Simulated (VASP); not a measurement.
# MoSe (P3m1) in VASP: further runs, part 2 of 2

VASP 6.6.1. The steps go on from the part before.

## Step 4: Single point, PBE (volume scaled by 1.06)

Contents of INCAR:

```
PREC     = Accurate       # precision mode
ENCUT    = 520            # plane-wave cutoff, eV
EDIFF    = 1E-6           # SCF threshold, eV
ISMEAR   = -1             # smearing method
SIGMA    = 0.05           # smearing width, eV
LREAL    = False          # projectors in reciprocal space
LASPH    = True           # aspherical terms in the spheres
NELM     = 100            # most SCF steps
ALGO     = Normal         # electronic algorithm
ISIF     = 2              # what is computed and relaxed
LWAVE    = False          # write WAVECAR
LCHARG   = True           # write CHGCAR
GGA      = PE             # functional
LELF     = True           # ELF
LVHAR    = True         
NBANDS   = 17             # bands
```

Contents of KPOINTS:

```
Automatic mesh
0
Gamma
  9 9 6
```

Contents of POSCAR:

```
MoSe
1.0
    3.5387381967      0.0000000000      0.0000000000
   -1.7693691035      3.0646371787      0.0000000000
    0.0000000000      0.0000000000      4.4585581985
Mo Se
1 1
Direct
    0.6666666700      0.3333333300      0.0254445500
    0.3333333300      0.6666666700      0.1184304700
```

Potentials or basis: VASP PAW PBE potentials, release 64 (Mo_sv, Se).

Run with:

```sh
$ cat potpaw_PBE.64/Mo_sv/POTCAR potpaw_PBE.64/Se/POTCAR > POTCAR
$ mpirun -np 1 vasp_std > vasp.out
```

OUTCAR:

```text
PREC = Accurate
   ENCUT = 520
   EDIFF = 1E-6
   ISMEAR = -1
   LREAL = False
   LASPH = True
   NELM = 100
   ISIF = 2
   GGA = PE

 ion  position               nearest neighbor table
   1  0.667  0.333  0.025-   2 2.08   2 2.08   2 2.08
   2  0.333  0.667  0.118-   1 2.08   1 2.08   1 2.08

  LATTYP: Found a hexagonal cell.
 ALAT       =     3.5387381967
 C/A-ratio  =     1.2599288081

  Lattice vectors:

 A1 = (   3.5387381967,   0.0000000000,   0.0000000000)
 A2 = (  -1.7693691035,   3.0646371787,   0.0000000000)
 A3 = (   0.0000000000,   0.0000000000,   4.4585581985)

Analysis of symmetry for initial positions (statically):
=====================================================================
 Subroutine PRICEL returns:
 Original cell was already a primitive cell.

 Routine SETGRP: Setting up the symmetry group for a
 hexagonal supercell.

 Subroutine GETGRP returns: Found  6 space group operations
 (whereof  6 operations were pure point group operations)
 out of a pool of 24 trial point group operations.

The static configuration has the point symmetry C_3v.

Analysis of symmetry for dynamics (positions and initial velocities):
=====================================================================
 Subroutine PRICEL returns:
 Original cell was already a primitive cell.

 Routine SETGRP: Setting up the symmetry group for a
 hexagonal supercell.

 Subroutine GETGRP returns: Found  6 space group operations
 (whereof  6 operations were pure point group operations)
 out of a pool of 24 trial point group operations.

The dynamic configuration has the point symmetry C_3v.
[... 108 lines left out ...]
   TEBEG  =    0.0;   TEEND  =   0.0 temperature during run
   PSTRESS=    0.0 pullay stress
   NELECT =      20.0000    total number of electrons
   NUPDOWN=      -1.0000    fix difference up-down
   EMIN   =  10.00;   EMAX   =-10.00  energy-range for DOS
   EFERMI =   0.00;   METHOD = LEGACY
   ISMEAR =    -1;   SIGMA  =   0.05  broadening in eV -4-tet -1-fermi 0-gaus
   EFERMI_NEDOS =   21; number of points for ismear=-14 and -15
   IALGO  =     38    algorithm
   IMIX   =      4    mixing-type and parameters
     AMIX     =   0.40;   BMIX     =  1.00
     AMIX_MAG =   1.60;   BMIX_MAG =  1.00
  volume/ion in A,a.u.               =      24.18       163.15
  Fermi-wavevector in a.u.,A,eV,Ry     =   1.219769  2.305029 20.243236  1.487836
  Thomas-Fermi vector in A             =   2.355009
   LORBIT       =      0    0 simple, 1 ext, 2 COOP (PROOUT), +10 PAW based schemes
   GGA     = PE    functional components
   LHFCALC =     F    Hartree Fock is set to
   AEXX    =    0.0000 exact exchange contribution
   IVDW    =     0    specifies the selected vdW correction
   LEPSILON=     F    determine dielectric tensor
   LRPA    =     F    only Hartree local field effects (RPA)
 non-spin polarized calculation
  energy-cutoff  :      520.00
  volume of cell :       48.35
 maximum number of plane-waves:      1336
 NGX is ok and might be reduce to    28
   NGX = 13   NGY = 13   NGZ = 17

 number of electron      20.0000000 magnetization

 Free energy of the ion-electron system (eV)
  ---------------------------------------------------
  ext. energy  EPLUGINS =         0.00000000
  ---------------------------------------------------
  free energy    TOTEN  =        -8.93749504 eV

  energy without entropy =       -8.89620552  energy(sigma->0) =       -8.91685028

 E-fermi :   5.0849     XC(G=0):  -9.5349

 val. band max:        5.0811693352   @ k =  -0.2222  -0.4444   0.1667
 cond. band min:       5.1013170548   @ k =   0.0000   0.0000   0.5000
 fundamental gap:      0.0201477196
 Fermi energy:         5.0849228809

 k-point     1 :       0.0000    0.0000    0.0000
  band No.  band energies     occupation
      1     -55.0382      2.00000
      2     -29.5684      2.00000
      3     -29.5684      2.00000
      4     -29.0495      2.00000
      5     -10.0482      2.00000
      6      -0.9956      2.00000
[... 457 lines left out ...]
      4     -29.0322      2.00000
      5      -9.2104      2.00000
      6      -1.1753      2.00000
[... 9 lines left out ...]
     16      14.1910      0.00000
     17      15.9378      0.00000

 [... further k-points ...]

------------------------ aborting loop because EDIFF is reached ----------------------------------------

  FORCE on cell =-STRESS in cart. coord.  units (eV):
  Direction    XX          YY          ZZ          XY          YZ          ZX
  --------------------------------------------------------------------------------------
  -------------------------------------------------------------------------------------
  Total       24.5900431     24.5900431      0.2131085     -0.0000000      0.0000000      0.0000000
  in kB      814.7942064    814.7942080      7.0613787     -0.0000014      0.0000000      0.0000000
  external PRESSURE =     545.5499310 kB  Pullay stress =       0.0000000 kB

 VOLUME and BASIS-vectors are now :
 -----------------------------------------------------------------------------
  energy-cutoff  :      520.00
  volume of cell :       48.35
      direct lattice vectors                 reciprocal lattice vectors
     3.538738197  0.000000000  0.000000000     0.282586601  0.163151451  0.000000000
    -1.769369104  3.064637179  0.000000000     0.000000000  0.326302900  0.000000000
     0.000000000  0.000000000  4.458558198     0.000000000  0.000000000  0.224287753

 POSITION                                       TOTAL-FORCE (eV/Angst)
 -----------------------------------------------------------------------------------
      1.76937      1.02155      0.11345        -0.000000     -0.000000     -5.040490
     -0.00000      2.04309      0.52803         0.000000      0.000000      5.040490
 -----------------------------------------------------------------------------------
    total drift:                               -0.000031      0.000018     -0.000390

  FREE ENERGIE OF THE ION-ELECTRON SYSTEM (eV)
  ---------------------------------------------------
  free  energy   TOTEN  =        -8.9374950438 eV

  energy  without entropy=       -8.8962055197  energy(sigma->0) =       -8.91685028
```

OSZICAR:

```text
N       E                     dE             d eps       ncg     rms          rms(c)
DAV:   1     0.164082041746E+03    0.16408E+03   -0.11956E+04  2204   0.109E+03
DAV:   2    -0.527356452800E+01   -0.16936E+03   -0.16559E+03  2638   0.306E+02
DAV:   3    -0.949166236291E+01   -0.42181E+01   -0.41783E+01  2550   0.478E+01
DAV:   4    -0.951703695053E+01   -0.25375E-01   -0.25366E-01  2653   0.405E+00
DAV:   5    -0.951723661467E+01   -0.19966E-03   -0.19966E-03  2549   0.351E-01    0.262E+01
DAV:   6    -0.901142106957E+01    0.50582E+00   -0.92892E-01  2284   0.630E+00    0.127E+01
DAV:   7    -0.894414686900E+01    0.67274E-01   -0.36334E-01  2436   0.300E+00    0.379E+00
DAV:   8    -0.893922897551E+01    0.49179E-02   -0.21700E-02  2350   0.117E+00    0.530E-01
DAV:   9    -0.893749440036E+01    0.17346E-02   -0.88107E-03  2394   0.494E-01    0.112E-01
DAV:  10    -0.893746905549E+01    0.25345E-04   -0.48434E-04  2396   0.149E-01    0.446E-02
DAV:  11    -0.893748664694E+01   -0.17591E-04   -0.39135E-05  2517   0.462E-02    0.152E-02
DAV:  12    -0.893749499249E+01   -0.83456E-05   -0.94799E-06  2349   0.187E-02    0.554E-03
DAV:  13    -0.893749504383E+01   -0.51334E-07   -0.43858E-07  2092   0.469E-03
   1 F= -.89374950E+01 E0= -.89168503E+01  d E =-.412895E-01
```

It took 82 s on 1 thread of AMD EPYC 7R13, shared host; peak memory 0.18 GiB.

What came out:

| Item | Value |
| --- | --- |
| Free energy | -8.9375 eV |
| Pressure | 54.6 GPa |
| Largest force | 5.040 eV/Å |
| Band gap on the k mesh | zero (band 10 reaches 5.28 eV, above the bottom of band 11 at 5.02 eV) |

Forces in eV/Å, atoms in the order of the input:
```
Mo   0.000  0.000 -5.040
Se   0.000  0.000  5.040
```

Caveat: forces of over 1 eV/Å act on the atoms, so gaps and moduli don't describe the material at rest.

## Step 5: Overview

| cell | gap on the mesh (eV) | pressure (GPa) | largest force (eV/Å) |
| --- | --- | --- | --- |
| a = 3.494, b = 3.494, c = 4.402 Å, angles 90.0, 90.0, 120.0°, 2 atoms | none | 64.5 | 5.79 |
| a = 3.516, b = 3.516, c = 4.430 Å, angles 90.0, 90.0, 120.0°, 2 atoms | none | 59.3 | 5.41 |
| a = 3.539, b = 3.539, c = 4.459 Å, angles 90.0, 90.0, 120.0°, 2 atoms | none | 54.6 | 5.04 |

Alike in all rows: task single point; level PBE; potentials or basis VASP PAW PBE potentials, release 64 (Mo_sv, Se); no spin polarisation; k mesh 9 × 9 × 6; cutoff (eV) 520; smearing fermi-dirac 0.05 eV.

Caveats: forces of over 1 eV/Å act on the atoms, so gaps and moduli don't describe the material at rest.

Absolute energies hang on the potentials; compare differences alone.
